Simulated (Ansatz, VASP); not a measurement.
## ZrIn: VASP beside Ansatz

```
Zr In
1.0
     3.15202    0.00000    0.00000
     0.00000    3.15202    0.00000
     0.00000    0.00000    4.42201
Zr In
1 1
Direct
  0.00000 0.00000 0.00000
  0.50000 0.50000 0.50000
```

Change from the starting cell: volume scaled by 1, PAW files.

Alike in both runs: task electric field gradients; functional LDA; k mesh 12 × 12 × 8; occupations fermi-dirac, width 0.05 eV; no spin polarisation.

```csv
,VASP,Ansatz
version,VASP 6.6.1,Ansatz 0.2.0
potentials or method,"VASP PAW LDA potentials, release 64 (Zr_sv, In_d)","PAW with Ansatz's default frozen-core files, scalar-relativistic"
plane-wave cutoff (eV),520,420
valence electrons in the cell,25,25
```

```csv
,VASP,Ansatz,Ansatz less VASP
pressure (GPa),-5.9,-6.1,-0.18
size of Vzz on the site where it differs most (V/Å²),46.0,51.5,+5.49
```

LDA's correlation is that of Perdew and Zunger in VASP and of Perdew and Wang (1992) in Ansatz.
